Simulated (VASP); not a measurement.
# NaH (Fm-3m) in VASP: notebook

Runs on NaH. Level: PBEsol. Tasks: single point, relaxation of cell and atoms.

All numbers are computed with VASP 6.6.1; they aren't measurements. Logs are shortened: lines on timing, memory, paths and dates and some standing lists are left out, and cuts for length are marked.

### 1 The cell of the first run

The structure is cubic, space group Fm-3m (No. 225). Conventional cell: a = 4.678 Å, b = 4.678 Å, c = 4.678 Å, α = 90.00°, β = 90.00°, γ = 90.00°. Within 3.1 Å of Na (site symmetry m-3m) lie 6 H at 2.34 Å. H (site symmetry m-3m) has 6 Na at 2.34 Å within 3.1 Å.

### 2 Single point, PBEsol

INCAR reads:

```
PREC = Accurate
ENCUT = 520
EDIFF = 1E-7
ISMEAR = 0
SIGMA = 0.01
LREAL = False
LASPH = True
NELM = 80
ALGO = Normal
ISIF = 2
LWAVE = False
LCHARG = False
GGA = PS
NBANDS = 11
```

KPOINTS reads:

```
regular mesh
0
Gamma
  8 8 8
```

POSCAR reads:

```
NaH
1.0
    0.0000000000      2.3389700898      2.3389700898
    2.3389700898      0.0000000000      2.3389700898
    2.3389700898      2.3389700898      0.0000000000
Na H
1 1
Direct
    0.0000000000      0.0000000000      0.0000000000
    0.5000000000      0.5000000000      0.5000000000
```

Potentials or basis: VASP PAW PBE potentials, release 64 (Na_pv, H).

The run is started by

```bash
> cat potpaw_PBE.64/Na_pv/POTCAR potpaw_PBE.64/H/POTCAR > POTCAR
> mpirun -np 1 vasp_std > vasp.out
```

OUTCAR:

```text
PREC = Accurate
   ENCUT = 520
   EDIFF = 1E-7
   ISMEAR = 0
   LREAL = False
   LASPH = True
   NELM = 80
   ISIF = 2
   GGA = PS

 ion  position               nearest neighbor table
   1  0.000  0.000  0.000-
   2  0.500  0.500  0.500-

  LATTYP: Found a face centered cubic cell.
 ALAT       =     4.6779401796

  Lattice vectors:

 A1 = (   0.0000000000,   2.3389700898,   2.3389700898)
 A2 = (   2.3389700898,   0.0000000000,   2.3389700898)
 A3 = (   2.3389700898,   2.3389700898,   0.0000000000)

Analysis of symmetry for initial positions (statically):
=====================================================================
 Subroutine PRICEL returns:
 Original cell was already a primitive cell.

 Routine SETGRP: Setting up the symmetry group for a
 face centered cubic supercell.

 Subroutine GETGRP returns: Found 48 space group operations
 (whereof 48 operations were pure point group operations)
 out of a pool of 48 trial point group operations.

The static configuration has the point symmetry O_h .

Analysis of symmetry for dynamics (positions and initial velocities):
=====================================================================
 Subroutine PRICEL returns:
 Original cell was already a primitive cell.

 Routine SETGRP: Setting up the symmetry group for a
 face centered cubic supercell.

 Subroutine GETGRP returns: Found 48 space group operations
 (whereof 48 operations were pure point group operations)
 out of a pool of 48 trial point group operations.

The dynamic configuration has the point symmetry O_h .

 Subroutine INISYM returns: Found 48 space group operations
 (whereof 48 operations are pure point group operations),
 and found     1 'primitive' translations

----------------------------------------------------------------------------------------

                                     Primitive cell

  volume of cell :      25.5920

  direct lattice vectors                    reciprocal lattice vectors
     0.000000000  2.338970090  2.338970090    -0.213769301  0.213769301  0.213769301
     2.338970090  0.000000000  2.338970090     0.213769301 -0.213769301  0.213769301
     2.338970090  2.338970090  0.000000000     0.213769301  0.213769301 -0.213769301

  length of vectors
     3.307803223  3.307803223  3.307803223     0.370259290  0.370259290  0.370259290

  position of ions in fractional coordinates (direct lattice)
     0.000000000  0.000000000  0.000000000
     0.500000000  0.500000000  0.500000000

  ion indices of the primitive-cell ions
   primitive index   ion index
                 1           1
                 2           2

----------------------------------------------------------------------------------------

 KPOINTS: regular mesh

Automatic generation of k-mesh.
 Grid dimensions read from file:
 generate k-points for:    8    8    8

 Generating k-lattice:

  Cartesian coordinates                     Fractional coordinates (reciprocal lattice)
    -0.026721163  0.026721163  0.026721163     0.125000000  0.000000000  0.000000000
     0.026721163 -0.026721163  0.026721163     0.000000000  0.125000000  0.000000000
     0.026721163  0.026721163 -0.026721163     0.000000000  0.000000000  0.125000000

  Length of vectors
     0.046282411  0.046282411  0.046282411

  Shift w.r.t. Gamma in fractional coordinates (k-lattice)
     0.000000000  0.000000000  0.000000000

 Subroutine IBZKPT returns following result:
 ===========================================

 Found     29 irreducible k-points:

 Following reciprocal coordinates:
            Coordinates               Weight
  0.000000  0.000000  0.000000      1.000000
  0.125000  0.000000  0.000000      8.000000
  0.250000  0.000000  0.000000      8.000000
  0.375000  0.000000  0.000000      8.000000
  0.500000  0.000000  0.000000      4.000000
  0.125000  0.125000  0.000000      6.000000
[... 16 lines left out ...]
  0.500000  0.250000  0.125000     48.000000
 -0.375000  0.250000  0.125000     24.000000
 [... further k-points ...]
   k-points           NKPTS =     29   k-points in BZ     NKDIM =     29   number of bands    NBANDS=     11
   number of dos      NEDOS =    301   number of ions     NIONS =      2
   total plane-waves  NPLWV =  21952
   dimension x,y,z NGX =    28 NGY =   28 NGZ =   28
   dimension x,y,z NGXF=    56 NGYF=   56 NGZF=   56
   ions per type =               1   1
   NGX,Y,Z   is equivalent  to a cutoff of  14.07, 14.07, 14.07 a.u.
   NGXF,Y,Z  is equivalent  to a cutoff of  28.14, 28.14, 28.14 a.u.
 SYSTEM =  unknown system
   PREC   = accura    normal or accurate (medium, high low for compatibility)
   ISTART =      0    job   : 0-new  1-cont  2-samecut
   ICHARG =      2    charge: 1-file 2-atom 10-const
   ISPIN  =      1    spin polarized calculation?
   LNONCOLLINEAR =      F non collinear calculations
   LSORBIT =      F    spin-orbit coupling
   LASPH  =      T    aspherical Exc in radial PAW
   ENCUT  =  520.0 eV  38.22 Ry    6.18 a.u.   6.15  6.15  6.15*2*pi/ulx,y,z
   NELM   =     80;   NELMIN=  2; NELMDL= -5     # of ELM steps
   EDIFF  = 0.1E-06   stopping-criterion for ELM
   LREAL  =      F    real-space projection
   EDIFFG = 0.1E-05   stopping-criterion for IOM
   NSW    =      0    number of steps for IOM
   IBRION =     -1    ionic relax: 0-MD 1-quasi-New 2-CG
   NFREE  =      0    steps in history (QN), initial steepest desc. (CG)
   ISIF   =      2    stress and relaxation
   ISYM   =      2    0-nonsym 1-usesym 2-fastsym
   POTIM  = 0.5000    time-step for ionic-motion
   TEBEG  =    0.0;   TEEND  =   0.0 temperature during run
   PSTRESS=    0.0 pullay stress
   NELECT =       8.0000    total number of electrons
   NUPDOWN=      -1.0000    fix difference up-down
   EMIN   =  10.00;   EMAX   =-10.00  energy-range for DOS
   EFERMI =   0.00;   METHOD = LEGACY
   ISMEAR =     0;   SIGMA  =   0.01  broadening in eV -4-tet -1-fermi 0-gaus
   EFERMI_NEDOS =   21; number of points for ismear=-14 and -15
   IALGO  =     38    algorithm
   IMIX   =      4    mixing-type and parameters
     AMIX     =   0.40;   BMIX     =  1.00
     AMIX_MAG =   1.60;   BMIX_MAG =  1.00
  volume/ion in A,a.u.               =      12.80        86.35
  Fermi-wavevector in a.u.,A,eV,Ry     =   1.111058  2.099596 16.795718  1.234450
  Thomas-Fermi vector in A             =   2.247617
   LORBIT       =      0    0 simple, 1 ext, 2 COOP (PROOUT), +10 PAW based schemes
   GGA     = PS    functional components
   LHFCALC =     F    Hartree Fock is set to
   AEXX    =    0.0000 exact exchange contribution
   IVDW    =     0    specifies the selected vdW correction
   LEPSILON=     F    determine dielectric tensor
   LRPA    =     F    only Hartree local field effects (RPA)
 non-spin polarized calculation
 Gauss-broadening in eV      SIGMA  =   0.01
  energy-cutoff  :      520.00
  volume of cell :       25.59
 maximum number of plane-waves:       701
 NGX is ok and might be reduce to    28
   NGX = 13   NGY = 13   NGZ = 13

 number of electron       8.0000007 magnetization

 Free energy of the ion-electron system (eV)
  ---------------------------------------------------
  ext. energy  EPLUGINS =         0.00000000
  ---------------------------------------------------
  free energy    TOTEN  =        -5.07395137 eV

  energy without entropy =       -5.07395137  energy(sigma->0) =       -5.07395137

 E-fermi :  -0.5903     XC(G=0):  -8.2299

 val. band max:       -0.7651145125   @ k =  -0.2500   0.5000   0.2500
 cond. band min:       2.9524002239   @ k =   0.5000   0.0000   0.0000
 fundamental gap:      3.7175147364
 Fermi energy:        -0.5903073131

 k-point     1 :       0.0000    0.0000    0.0000
  band No.  band energies     occupation
      1     -22.6063      2.00000
      2     -22.6063      2.00000
      3     -22.6063      2.00000
      4      -4.7767      2.00000
      5      10.5365      0.00000
      6      15.3650      0.00000
      7      15.3650      0.00000
      8      15.3650      0.00000
      9      16.5638      0.00000
     10      16.5638      0.00000
     11      16.5638      0.00000

 k-point     2 :       0.1250    0.0000    0.0000
  band No.  band energies     occupation
      1     -22.6264      2.00000
      2     -22.6086      2.00000
      3     -22.6086      2.00000
      4      -4.4821      2.00000
      5       9.4791      0.00000
      6      12.6964      0.00000
      7      14.6063      0.00000
      8      14.6063      0.00000
      9      17.4422      0.00000
     10      17.4422      0.00000
     11      17.6246      0.00000

 k-point     3 :       0.2500    0.0000    0.0000
  band No.  band energies     occupation
      1     -22.6744      2.00000
      2     -22.6142      2.00000
      3     -22.6142      2.00000
      4      -3.6442      2.00000
      5       6.8001      0.00000
      6      11.2811      0.00000
      7      13.7726      0.00000
      8      13.7726      0.00000
      9      17.4558      0.00000
     10      17.4558      0.00000
     11      18.9983      0.00000

 k-point     4 :       0.3750    0.0000    0.0000
  band No.  band energies     occupation
      1     -22.7215      2.00000
      2     -22.6197      2.00000
      3     -22.6197      2.00000
      4      -2.4614      2.00000
      5       4.1963      0.00000
      6      10.7113      0.00000
      7      13.2503      0.00000
      8      13.2503      0.00000
      9      16.7647      0.00000
     10      16.7647      0.00000
     11      19.3847      0.00000
[... 239 lines left out ...]
 k-point    22 :       0.3750    0.2500    0.1250
  band No.  band energies     occupation
      1     -22.6851      2.00000
      2     -22.6373      2.00000
      3     -22.6217      2.00000
      4      -2.9702      2.00000
      5       6.4373      0.00000
      6       8.6589      0.00000
      7      12.0092      0.00000
      8      14.8983      0.00000
      9      15.5457      0.00000
     10      18.2565      0.00000
     11      21.0266      0.00000

 k-point    23 :       0.5000    0.2500    0.1250
  band No.  band energies     occupation
      1     -22.7095      2.00000
      2     -22.6509      2.00000
      3     -22.6287      2.00000
      4      -1.9238      2.00000
      5       4.7488      0.00000
      6       7.4913      0.00000
      7      11.1056      0.00000
      8      15.0155      0.00000
      9      16.2730      0.00000
     10      18.4888      0.00000
     11      20.7850      0.00000

 k-point    24 :      -0.3750    0.2500    0.1250
  band No.  band energies     occupation
      1     -22.7199      2.00000
      2     -22.6551      2.00000
      3     -22.6326      2.00000
      4      -1.3028      2.00000
      5       3.7815      0.00000
      6       7.2424      0.00000
      7      10.7357      0.00000
      8      14.9677      0.00000
      9      16.1505      0.00000
     10      19.5867      0.00000
     11      21.8351      0.00000

 [... further k-points ...]
[... 5 lines left out ...]
  --------------------------------------------------------------------------------------
  -------------------------------------------------------------------------------------
  Total        0.3171944      0.3171944      0.3171944      0.0000000     -0.0000000     -0.0000000
  in kB       19.8578450     19.8578450     19.8578450      0.0000000     -0.0000000     -0.0000000
  external PRESSURE =      19.8578450 kB  Pullay stress =       0.0000000 kB

 VOLUME and BASIS-vectors are now :
 -----------------------------------------------------------------------------
  energy-cutoff  :      520.00
  volume of cell :       25.59
      direct lattice vectors                 reciprocal lattice vectors
     0.000000000  2.338970090  2.338970090    -0.213769301  0.213769301  0.213769301
     2.338970090  0.000000000  2.338970090     0.213769301 -0.213769301  0.213769301
     2.338970090  2.338970090  0.000000000     0.213769301  0.213769301 -0.213769301

 POSITION                                       TOTAL-FORCE (eV/Angst)
 -----------------------------------------------------------------------------------
      0.00000      0.00000      0.00000        -0.000000      0.000000     -0.000000
      2.33897      2.33897      2.33897         0.000000     -0.000000      0.000000
 -----------------------------------------------------------------------------------
    total drift:                               -0.000000     -0.000000     -0.000000

  FREE ENERGIE OF THE ION-ELECTRON SYSTEM (eV)
  ---------------------------------------------------
  free  energy   TOTEN  =        -5.0739513722 eV

  energy  without entropy=       -5.0739513722  energy(sigma->0) =       -5.07395137
```

It took 12 s on 1 thread of Intel Xeon Platinum 8175M at 2.50GHz (Skylake/Cascade Lake), shared host; peak memory 0.15 GiB.

What came out:

* Free energy: -5.0740 eV
* Pressure: 2.0 GPa
* Band gap on the k mesh: 3.72 eV, indirect (least direct gap 4.66 eV)

Caveat: the PAW data sets were made with another functional, which shifts forces and pressure a little.

(Continued in part 2 of 3.)
